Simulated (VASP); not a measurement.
# SiGe (P6_3mc) in VASP: further runs

SiGe is run at these levels: r2SCAN; tasks: single point.

Program: VASP 6.6.1. These are calculated values, not measurements. Logs are shortened: lines on timing, memory, paths and dates and some standing lists are left out, and cuts for length are marked.

## Step 1: The cell of the first run

The structure is hexagonal, space group P6_3mc (No. 186). The conventional cell has a = 3.800 Å, b = 3.800 Å, c = 6.291 Å, α = 90.00°, β = 90.00°, γ = 120.00°. Within 3.1 Å of Si (site symmetry 3m) lie 4 Ge at 2.33 to 2.35 Å. Within 3.1 Å of Ge (site symmetry 3m) lie 4 Si at 2.33 to 2.35 Å.

## Step 2: Single point, r2SCAN

File POSCAR:

```
SiGe
1.0
    3.8001046710      0.0000000000      0.0000000000
   -1.9000523355      3.2909871821      0.0000000000
    0.0000000000      0.0000000000      6.2910167265
Si Ge
2 2
Direct
    0.6666666667      0.3333333333      0.8741591570
    0.3333333333      0.6666666667      0.3741591570
    0.6666666667      0.3333333333      0.5008398430
    0.3333333333      0.6666666667      0.0008398430
```

File INCAR.step1:

```
SYSTEM = SiGe
PREC = Accurate ; ENCUT = 520
ISMEAR = 0 ; SIGMA = 0.02
LREAL = .FALSE. ; LASPH = .TRUE.
NELM = 80 ; NBANDS = 26
GGA = PE ; ALGO = Normal
EDIFF = 1E-4 ; LWAVE = .TRUE.
LCHARG = .FALSE.
```

File INCAR.step2:

```
SYSTEM = SiGe
PREC = Accurate ; ENCUT = 520
EDIFF = 1E-6 ; ISMEAR = 0
SIGMA = 0.02 ; LREAL = .FALSE.
LASPH = .TRUE. ; NELM = 80
ALGO = Normal ; ISIF = 2
LWAVE = .FALSE. ; LCHARG = .TRUE.
METAGGA = R2SCAN ; LMIXTAU = .TRUE.
LELF = .TRUE. ; LVHAR = .TRUE.
NBANDS = 26 ; ISTART = 1
```

File KPOINTS:

```
regular mesh
0
G
  12 12 4
  0 0 0
```

Potentials or basis: VASP PAW PBE potentials, release 64 (Si, Ge_d).

Run with:

```console
$ cat potpaw_PBE.64/Si/POTCAR potpaw_PBE.64/Ge_d/POTCAR > POTCAR
$ cp INCAR.step1 INCAR
$ mpirun -np 1 vasp_std > vasp.out
$ cp INCAR.step2 INCAR
$ mpirun -np 1 vasp_std > vasp.out
```

OUTCAR:

```text
SYSTEM = SiGe
   PREC = Accurate
   ENCUT = 520
   EDIFF = 1E-6
   ISMEAR = 0
   LREAL = .FALSE.
   LASPH = .TRUE.
   NELM = 80
   ISIF = 2
   METAGGA = R2SCAN
   ISTART = 1

 ion  position               nearest neighbor table
   1  0.667  0.333  0.874-   4 2.33   4 2.33   4 2.33   3 2.35
   2  0.333  0.667  0.374-   3 2.33   3 2.33   3 2.33   4 2.35
   3  0.667  0.333  0.501-   2 2.33   2 2.33   2 2.33   1 2.35
   4  0.333  0.667  0.001-   1 2.33   1 2.33   1 2.33   2 2.35

  LATTYP: Found a hexagonal cell.
 ALAT       =     3.8001046710
 C/A-ratio  =     1.6554851172

  Lattice vectors:

 A1 = (   3.8001046710,   0.0000000000,   0.0000000000)
 A2 = (  -1.9000523355,   3.2909871821,   0.0000000000)
 A3 = (   0.0000000000,   0.0000000000,   6.2910167265)

Analysis of symmetry for initial positions (statically):
=====================================================================
 Subroutine PRICEL returns:
 Original cell was already a primitive cell.

 Routine SETGRP: Setting up the symmetry group for a
 hexagonal supercell.

 Subroutine GETGRP returns: Found 12 space group operations
 (whereof  6 operations were pure point group operations)
 out of a pool of 24 trial point group operations.

The static configuration has the point symmetry C_3v.
 The point group associated with its full space group is C_6v.

Analysis of symmetry for dynamics (positions and initial velocities):
=====================================================================
 Subroutine PRICEL returns:
 Original cell was already a primitive cell.

 Routine SETGRP: Setting up the symmetry group for a
 hexagonal supercell.

 Subroutine GETGRP returns: Found 12 space group operations
 (whereof  6 operations were pure point group operations)
 out of a pool of 24 trial point group operations.

The dynamic configuration has the point symmetry C_3v.
 The point group associated with its full space group is C_6v.

 Subroutine INISYM returns: Found 12 space group operations
 (whereof  6 operations are pure point group operations),
 and found     1 'primitive' translations

----------------------------------------------------------------------------------------

                                     Primitive cell

  volume of cell :      78.6761

  direct lattice vectors                    reciprocal lattice vectors
     3.800104671  0.000000000  0.000000000     0.263150646  0.151930096  0.000000000
    -1.900052336  3.290987182  0.000000000     0.000000000  0.303860193  0.000000000
     0.000000000  0.000000000  6.291016726     0.000000000  0.000000000  0.158956818

  length of vectors
     3.800104671  3.800104671  6.291016726     0.303860193  0.303860193  0.158956818

  position of ions in fractional coordinates (direct lattice)
     0.666666667  0.333333333  0.874159157
     0.333333333  0.666666667  0.374159157
     0.666666667  0.333333333  0.500839843
     0.333333333  0.666666667  0.000839843

  ion indices of the primitive-cell ions
   primitive index   ion index
                 1           1
                 2           2
                 3           3
                 4           4

----------------------------------------------------------------------------------------

 KPOINTS: regular mesh

Automatic generation of k-mesh.
 Grid dimensions read from file:
 generate k-points for:   12   12    4

 Generating k-lattice:

  Cartesian coordinates                     Fractional coordinates (reciprocal lattice)
     0.021929221  0.012660841  0.000000000     0.083333333  0.000000000  0.000000000
     0.000000000  0.025321683  0.000000000     0.000000000  0.083333333  0.000000000
     0.000000000  0.000000000  0.039739204     0.000000000  0.000000000  0.250000000

  Length of vectors
     0.025321683  0.025321683  0.039739204

  Shift w.r.t. Gamma in fractional coordinates (k-lattice)
     0.000000000  0.000000000  0.000000000

 Subroutine IBZKPT returns following result:
 ===========================================

 Found     57 irreducible k-points:

 Following reciprocal coordinates:
            Coordinates               Weight
  0.000000  0.000000  0.000000      1.000000
  0.083333  0.000000  0.000000      6.000000
  0.166667 -0.000000  0.000000      6.000000
  0.250000  0.000000  0.000000      6.000000
  0.333333  0.000000  0.000000      6.000000
  0.416667  0.000000  0.000000      6.000000
[... 16 lines left out ...]
  0.250000  0.000000  0.250000     12.000000
  0.333333  0.000000  0.250000     12.000000
 [... further k-points ...]
   k-points           NKPTS =     57   k-points in BZ     NKDIM =     57   number of bands    NBANDS=     26
   number of dos      NEDOS =    301   number of ions     NIONS =      4
   total plane-waves  NPLWV =  37632
   dimension x,y,z NGX =    28 NGY =   28 NGZ =   48
   dimension x,y,z NGXF=    56 NGYF=   56 NGZF=   96
   ions per type =               2   2
   NGX,Y,Z   is equivalent  to a cutoff of  12.25, 12.25, 12.68 a.u.
   NGXF,Y,Z  is equivalent  to a cutoff of  24.50, 24.50, 25.37 a.u.
 SYSTEM =  SiGe
   PREC   = accura    normal or accurate (medium, high low for compatibility)
   ISTART =      1    job   : 0-new  1-cont  2-samecut
   ICHARG =      0    charge: 1-file 2-atom 10-const
   ISPIN  =      1    spin polarized calculation?
   LNONCOLLINEAR =      F non collinear calculations
   LSORBIT =      F    spin-orbit coupling
   LASPH  =      T    aspherical Exc in radial PAW
   ENCUT  =  520.0 eV  38.22 Ry    6.18 a.u.   7.07  7.07 11.70*2*pi/ulx,y,z
   NELM   =     80;   NELMIN=  2; NELMDL=  0     # of ELM steps
   EDIFF  = 0.1E-05   stopping-criterion for ELM
   LREAL  =      F    real-space projection
   EDIFFG = 0.1E-04   stopping-criterion for IOM
   NSW    =      0    number of steps for IOM
   IBRION =     -1    ionic relax: 0-MD 1-quasi-New 2-CG
   NFREE  =      0    steps in history (QN), initial steepest desc. (CG)
   ISIF   =      2    stress and relaxation
   ISYM   =      2    0-nonsym 1-usesym 2-fastsym
   POTIM  = 0.5000    time-step for ionic-motion
   TEBEG  =    0.0;   TEEND  =   0.0 temperature during run
   PSTRESS=    0.0 pullay stress
   NELECT =      36.0000    total number of electrons
   NUPDOWN=      -1.0000    fix difference up-down
   EMIN   =  10.00;   EMAX   =-10.00  energy-range for DOS
   EFERMI =   0.00;   METHOD = LEGACY
   ISMEAR =     0;   SIGMA  =   0.02  broadening in eV -4-tet -1-fermi 0-gaus
   EFERMI_NEDOS =   21; number of points for ismear=-14 and -15
   IALGO  =     38    algorithm
   IMIX   =      4    mixing-type and parameters
     AMIX     =   0.40;   BMIX     =  1.00
     AMIX_MAG =   1.60;   BMIX_MAG =  1.00
  volume/ion in A,a.u.               =      19.67       132.73
  Fermi-wavevector in a.u.,A,eV,Ry     =   1.261522  2.383931 21.652822  1.591438
  Thomas-Fermi vector in A             =   2.394977
   LORBIT       =      0    0 simple, 1 ext, 2 COOP (PROOUT), +10 PAW based schemes
   METAGGA = R2SCAN    functional components
   LHFCALC =     F    Hartree Fock is set to
   AEXX    =    0.0000 exact exchange contribution
   IVDW    =     0    specifies the selected vdW correction
   LEPSILON=     F    determine dielectric tensor
   LRPA    =     F    only Hartree local field effects (RPA)
 non-spin polarized calculation
 Gauss-broadening in eV      SIGMA  =   0.02
  energy-cutoff  :      520.00
  volume of cell :       78.68
 maximum number of plane-waves:      2138
   NGX = 15   NGY = 15   NGZ = 23

 number of electron      36.0000028 magnetization

 Free energy of the ion-electron system (eV)
  ---------------------------------------------------
  ext. energy  EPLUGINS =         0.00000000
  ---------------------------------------------------
  free energy    TOTEN  =       -45.02456621 eV

  energy without entropy =      -45.02456621  energy(sigma->0) =      -45.02456621

 E-fermi :   6.4864     XC(G=0): -10.7495

 val. band max:        6.3523986370   @ k =   0.0000   0.0000   0.0000
 cond. band min:       6.8786637896   @ k =   0.5000   0.0000   0.0000
 fundamental gap:      0.5262651526
 Fermi energy:         6.4864062733

 k-point     1 :       0.0000    0.0000    0.0000
  band No.  band energies     occupation
      1     -18.9872      2.00000
      2     -18.9871      2.00000
      3     -18.9828      2.00000
      4     -18.9828      2.00000
      5     -18.9786      2.00000
      6     -18.9786      2.00000
[... 18 lines left out ...]
     25      11.0277      0.00000
     26      13.2742      0.00000

 k-point     2 :       0.0833    0.0000    0.0000
  band No.  band energies     occupation
      1     -18.9873      2.00000
      2     -18.9866      2.00000
      3     -18.9830      2.00000
      4     -18.9822      2.00000
      5     -18.9782      2.00000
      6     -18.9779      2.00000
[... 18 lines left out ...]
     25      11.3879      0.00000
     26      12.6563      0.00000

 k-point     3 :       0.1667   -0.0000    0.0000
  band No.  band energies     occupation
      1     -18.9882      2.00000
      2     -18.9852      2.00000
      3     -18.9833      2.00000
      4     -18.9806      2.00000
      5     -18.9769      2.00000
      6     -18.9760      2.00000
[... 18 lines left out ...]
     25      12.3229      0.00000
     26      12.4859      0.00000

 k-point     4 :       0.2500    0.0000    0.0000
  band No.  band energies     occupation
      1     -18.9898      2.00000
      2     -18.9846      2.00000
      3     -18.9826      2.00000
      4     -18.9788      2.00000
      5     -18.9747      2.00000
      6     -18.9735      2.00000
[... 18 lines left out ...]
     25      13.3967      0.00000
     26      13.6604      0.00000

 k-point     5 :       0.3333    0.0000    0.0000
  band No.  band energies     occupation
      1     -18.9915      2.00000
      2     -18.9854      2.00000
      3     -18.9807      2.00000
      4     -18.9773      2.00000
      5     -18.9724      2.00000
      6     -18.9712      2.00000
[... 18 lines left out ...]
     25      13.8288      0.00000
     26      14.5363      0.00000

 k-point     6 :       0.4167    0.0000    0.0000
  band No.  band energies     occupation
      1     -18.9927      2.00000
      2     -18.9862      2.00000
      3     -18.9793      2.00000
      4     -18.9763      2.00000
      5     -18.9706      2.00000
      6     -18.9696      2.00000
[... 427 lines left out ...]
 k-point    21 :       0.0833    0.0000    0.2500
  band No.  band energies     occupation
      1     -18.9872      2.00000
      2     -18.9868      2.00000
      3     -18.9822      2.00000
      4     -18.9816      2.00000
      5     -18.9789      2.00000
      6     -18.9786      2.00000
[... 18 lines left out ...]
     25      11.0674      0.00000
     26      13.4798      0.00000

 k-point    22 :       0.1667   -0.0000    0.2500
  band No.  band energies     occupation
      1     -18.9880      2.00000
      2     -18.9864      2.00000
      3     -18.9817      2.00000
      4     -18.9800      2.00000
      5     -18.9776      2.00000
      6     -18.9767      2.00000
[... 18 lines left out ...]
     25      12.0656      0.00000
     26      13.0102      0.00000

 k-point    23 :       0.2500    0.0000    0.2500
  band No.  band energies     occupation
      1     -18.9894      2.00000
      2     -18.9866      2.00000
      3     -18.9803      2.00000
      4     -18.9780      2.00000
      5     -18.9755      2.00000
      6     -18.9742      2.00000
[... 18 lines left out ...]
     25      13.0198      0.00000
     26      13.2843      0.00000

 k-point    24 :       0.3333    0.0000    0.2500
  band No.  band energies     occupation
      1     -18.9910      2.00000
      2     -18.9874      2.00000
      3     -18.9786      2.00000
      4     -18.9763      2.00000
      5     -18.9734      2.00000
      6     -18.9720      2.00000
[... 18 lines left out ...]
     25      14.2220      0.00000
     26      14.4969      0.00000

 [... further k-points ...]
[... 5 lines left out ...]
  --------------------------------------------------------------------------------------
  -------------------------------------------------------------------------------------
  Total        3.9013642      3.9013642      3.9082189      0.0000000      0.0000000      0.0000000
  in kB       79.4482781     79.4482781     79.5878694      0.0000000      0.0000000      0.0000000
  external PRESSURE =      79.4948086 kB  Pullay stress =       0.0000000 kB

 VOLUME and BASIS-vectors are now :
 -----------------------------------------------------------------------------
  energy-cutoff  :      520.00
  volume of cell :       78.68
      direct lattice vectors                 reciprocal lattice vectors
     3.800104671  0.000000000  0.000000000     0.263150646  0.151930096  0.000000000
    -1.900052336  3.290987182  0.000000000     0.000000000  0.303860193  0.000000000
     0.000000000  0.000000000  6.291016726     0.000000000  0.000000000  0.158956818

 POSITION                                       TOTAL-FORCE (eV/Angst)
 -----------------------------------------------------------------------------------
      1.90005      1.09700      5.49935         0.000000      0.000000     -0.000756
     -0.00000      2.19399      2.35384        -0.000000      0.000000     -0.000756
      1.90005      1.09700      3.15079        -0.000000      0.000000      0.000756
     -0.00000      2.19399      0.00528         0.000000     -0.000000      0.000756
 -----------------------------------------------------------------------------------
    total drift:                               -0.000001     -0.000001      0.004632

  FREE ENERGIE OF THE ION-ELECTRON SYSTEM (eV)
  ---------------------------------------------------
  free  energy   TOTEN  =       -45.0245662123 eV

  energy  without entropy=      -45.0245662123  energy(sigma->0) =      -45.02456621
```

It took 5.2 min on 1 thread of Intel Xeon 6975P-C (Granite Rapids), shared host; peak memory 0.25 GiB.

What came out:

- Free energy: -45.0246 eV
- Pressure: 7.9 GPa
- Band gap on the k mesh: 0.53 eV (least direct gap 1.04 eV)

Levels at points of the mesh, in eV from the valence-band top:
```
           k point  band 14  band 15  band 16  band 17  band 18  band 19  band 20  band 21  band 22  band 23
(0.00, 0.00, 0.00)    -1.81    -1.81    -0.42     0.00     0.00     1.04     2.18     2.18     2.37     3.40
(0.50, 0.00, 0.00)    -6.90    -5.37    -3.62    -3.44    -1.75     0.53     2.50     3.47     3.54     4.75
(0.00, 0.00, 0.50)    -4.94    -1.11    -1.11    -1.11    -1.11     1.86     1.86     3.34     3.34     3.34
(0.50, 0.00, 0.50)    -8.27    -2.95    -2.95    -2.88    -2.88     0.94     0.94     1.98     1.98     6.34
```

Caveat: the cell stands under pressure; semilocal functionals underestimate gaps, and a narrow one can read as zero; the PAW data sets were made with another functional, which shifts forces and pressure a little. A k mesh can miss the band edges.

## Step 3: Single point, r2SCAN

This run uses another cell than the first one, of 15.10 Å³/atom.

File POSCAR:

```
SiGe
1.0
    3.4615784458      0.0000000000      0.0000000000
   -1.7307892229      2.9978148713      0.0000000000
    0.0000000000      0.0000000000      5.8195864624
Si Ge
2 2
Direct
    0.6666666667      0.3333333333      0.8717318475
    0.3333333333      0.6666666667      0.3717318475
    0.6666666667      0.3333333333      0.5032671525
    0.3333333333      0.6666666667      0.0032671525
```

File INCAR.step1:

```
PREC = Accurate ; ENCUT = 520
ISMEAR = 0 ; SIGMA = 0.01
LREAL = F ; LASPH = T
NELM = 80 ; NBANDS = 26
GGA = PE ; ALGO = Normal
EDIFF = 1E-4 ; LWAVE = T
LCHARG = F
```

File INCAR.step2:

```
PREC = Accurate ; ENCUT = 520
EDIFF = 1E-7 ; ISMEAR = 0
SIGMA = 0.01 ; LREAL = F
LASPH = T ; NELM = 80
ALGO = Normal ; ISIF = 2
LWAVE = F ; LCHARG = F
METAGGA = R2SCAN ; LMIXTAU = T
NBANDS = 26 ; ISTART = 1
```

File KPOINTS:

```
regular mesh
0
Gamma
  12 12 6
```

Potentials or basis: VASP PAW PBE potentials, release 64 (Si, Ge_d).

Run with:

```console
$ cat potpaw_PBE.64/Si/POTCAR potpaw_PBE.64/Ge_d/POTCAR > POTCAR
$ cp INCAR.step1 INCAR
$ mpirun -np 1 vasp_std > vasp.out
$ cp INCAR.step2 INCAR
$ mpirun -np 1 vasp_std > vasp.out
```

It took 6.6 min on 1 thread of Intel Xeon 6975P-C (Granite Rapids), shared host; peak memory 0.25 GiB.

The run converged. Its results:

```
Free energy            : -41.7173 eV
Pressure               : 59.8 GPa
Band gap on the k mesh : zero (bands 18 and 19 overlap by 0.47 eV)
```

Levels at points of the mesh, in eV from the Fermi level:
| k point | band 15 | band 16 | band 17 | band 18 | band 19 | band 20 | band 21 | band 22 |
| --- | --- | --- | --- | --- | --- | --- | --- | --- |
| (0.00, 0.00, 0.00) | -2.12 | -0.78 | 0.20 | 0.20 | 2.12 | 2.12 | 2.20 | 2.45 |
| (0.50, 0.00, 0.00) | -7.00 | -4.77 | -4.56 | -2.12 | 0.08 | 2.68 | 3.28 | 3.35 |
| (0.00, 0.00, 0.50) | -1.25 | -1.25 | -1.25 | -1.25 | 2.92 | 2.92 | 3.42 | 3.42 |
| (0.50, 0.00, 0.50) | -3.81 | -3.81 | -3.62 | -3.62 | 0.89 | 0.89 | 1.47 | 1.47 |

Caveat: the cell stands under pressure; semilocal functionals underestimate gaps, and a narrow one can read as zero; the PAW data sets were made with another functional, which shifts forces and pressure a little.

(Part 1 of 2 ends here.)

The gap in the log of VASP goes by the Fermi energy; the results here count the filled bands.